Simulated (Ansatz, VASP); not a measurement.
Two plane-wave programs on CdSe

The input INCAR:

```
PREC = Accurate ; ENCUT = 600
EDIFF = 1E-7 ; ISMEAR = 0
SIGMA = 0.01 ; LREAL = F
LASPH = T ; NELM = 60
ALGO = Normal ; ISIF = 3
LWAVE = F ; LCHARG = F
GGA = PE ; IVDW = 13
IBRION = 2 ; NSW = 80
EDIFFG = -0.01
```

File KPOINTS:

```
Automatic mesh
0
Gamma
  6 6 4
```

File POSCAR:

```
CdSe
1.0
    4.3000000000      0.0000000000      0.0000000000
   -2.1500000000      3.7239090000      0.0000000000
    0.0000000000      0.0000000000      7.0200000000
Cd Se
2 2
Direct
    0.3333333333      0.6666666667      0.0000000000
    0.6666666667      0.3333333333      0.5000000000
    0.3333333333      0.6666666667      0.3850000000
    0.6666666667      0.3333333333      0.8850000000
```

Input for Ansatz:

```yaml
crystal:
  lattice:
    - [4.3, 0.0, 0.0]
    - [-2.15, 3.723909, 0.0]
    - [0.0, 0.0, 7.02]
  atoms:
    - { symbol: Cd, position: [0.3333333333333333, 0.6666666666666666, 0.0] }
    - { symbol: Cd, position: [0.6666666666666666, 0.3333333333333333, 0.5] }
    - { symbol: Se, position: [0.3333333333333333, 0.6666666666666666, 0.385] }
    - { symbol: Se, position: [0.6666666666666666, 0.3333333333333333, 0.885] }
kpoints:
  mp_grid:
    grid: [6, 6, 4]
    shift: [0.0, 0.0, 0.0]
hamiltonian:
  xc: pbe
  dispersion: d4
scf:
  occupations:
    method: fixed
relax:
  cell: {}
```

Alike in both runs: task relaxation of cell and atoms; functional PBE; dispersion D4; k mesh 6 × 6 × 4; no spin polarisation.

|  | VASP | Ansatz |
| --- | --- | --- |
| version | VASP 6.6.1 | Ansatz 0.2.0 |
| potentials or method | VASP PAW PBE potentials, release 64 (Cd, Se) | plane waves, PAW |
| plane-wave cutoff (eV) | 600 | 420 |
| occupations | gaussian, width 0.01 eV | fixed |
| valence electrons in the cell | 36 | 72 |

|  | VASP | Ansatz | Ansatz less VASP |
| --- | --- | --- | --- |
| relaxed volume (Å³/atom) | 28.74 | 28.58 | -0.154 |
| relaxed length of the cell vector where the two differ most in proportion (Å) | 7.077 | 7.063 | -0.0138 |

VASP's potentials hold 36 valence electrons a cell and Ansatz's 72, so a difference there can come from the potentials and not from the codes.
